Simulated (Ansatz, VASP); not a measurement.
**Two plane-wave programs on WS2**

```
W S
1.0
     3.15800    5.46982    0.00000
     6.31600    0.00000    0.00000
     3.15800    1.82327   -6.16333
W S
4 8
Direct
  0.00000 0.00000 0.00000
  0.00000 0.50000 0.00000
  0.50000 0.00000 0.00000
  0.50000 0.50000 0.00000
  0.75030 0.75030 0.74910
  0.75030 0.25030 0.74910
  0.25030 0.75030 0.74910
  0.25030 0.25030 0.74910
  0.58100 0.58100 0.25700
  0.58100 0.08100 0.25700
  0.08100 0.58100 0.25700
  0.08100 0.08100 0.25700
```

Alike in both runs: task single point; functional PBEsol; k mesh 6 × 6 × 6; occupations gaussian, width 0.05 eV; no spin polarisation.

```csv
,VASP,Ansatz
version,VASP 6.6.1,Ansatz 0.2.0
potentials or method,"VASP PAW PBE potentials, release 64 (W_sv, S), cutoff 520 eV","scalar-relativistic, plane waves, PAW"
valence electrons in the cell,104,104
```

|  | VASP | Ansatz | Ansatz less VASP |
| --- | --- | --- | --- |
| gap on the k mesh at the Fermi level (eV) | 0.99 | 0.97 | -0.017 |
| least direct gap on the mesh (eV) | 1.67 | 1.67 | -0.002 |
| pressure (GPa) | -0.5 | -0.6 | -0.11 |
| traceless stress, the component that is largest in VASP (GPa) | 0.72 | 0.69 | -0.025 |
| rms of the force components (eV/Å) | 0.247 | 0.247 | +0.0003 |

VASP's potentials were made for PBE, not for PBEsol. Atom by atom the forces differ by 0.010 eV/Å (rms over components).

Spin-orbit coupling is off throughout.
